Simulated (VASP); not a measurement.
Os: single point with r2SCAN+U

Crystal: Os.

```
CELL_PARAMETERS angstrom
0.00000 1.86386 1.86386
1.86386 0.00000 1.86386
1.86386 1.86386 0.00000
ATOMIC_POSITIONS crystal
Os 0.00000 0.00000 0.00000
```

This isn't the form of Os at room conditions, which is hcp.

| Quantity | Value |
| --- | --- |
| Program | VASP 6.6.1 |
| Task | single point |
| Functional | r2SCAN |
| Potentials or basis | VASP PAW PBE potentials, release 64 (Os_sv_GW) |
| Cutoff | 550 eV |
| k mesh | 12 × 12 × 12 |
| Occupations | fermi-dirac, width 0.05 eV |
| Spin | no spin polarisation |
| Hubbard terms | Os d U = 3.5 eV |
| Dipole correction | no |
| Further INCAR settings | ALGO = Normal; EDIFF = 1e-06; NBANDS = 14 |

- Pressure: 37.7 GPa
- Band gap on the k mesh: zero (bands 8 and 9 overlap by 4.52 eV)

Levels at points of the mesh, in eV from the Fermi level:
| k point | band 5 | band 6 | band 7 | band 8 | band 9 | band 10 | band 11 | band 12 |
| --- | --- | --- | --- | --- | --- | --- | --- | --- |
| (0.00, 0.00, 0.00) | -11.87 | -3.41 | -3.41 | -3.41 | -0.02 | -0.02 | 13.84 | 20.43 |
| (0.50, 0.00, 0.00) | -8.71 | -3.72 | -3.72 | -0.12 | 2.93 | 2.93 | 10.73 | 13.62 |
| (0.50, 0.50, 0.00) | -8.84 | -7.96 | 2.75 | 2.76 | 3.82 | 3.82 | 13.19 | 13.19 |

Eigenvalues of the final occupation matrices:
| site | spin | trace | eigenvalues |
| --- | --- | --- | --- |
| site 1 d | 1 | 2.70 | 0.52 0.52 0.52 0.57 0.57 |
| site 1 d | 2 | 2.70 | 0.52 0.52 0.52 0.57 0.57 |

Run time: 57 s on 1 thread of Intel(R) Xeon(R) Platinum 8488C (Sapphire Rapids), on a shared host, peak memory 0.14 GiB.

Caveat: the cell stands under pressure; the PAW data sets were made with another functional, which shifts forces and pressure a little; spin-orbit coupling is left out, which moves the levels of the heavy elements; U without spin polarisation on a metal has little footing; the U is typed as a test and isn't derived for this compound.
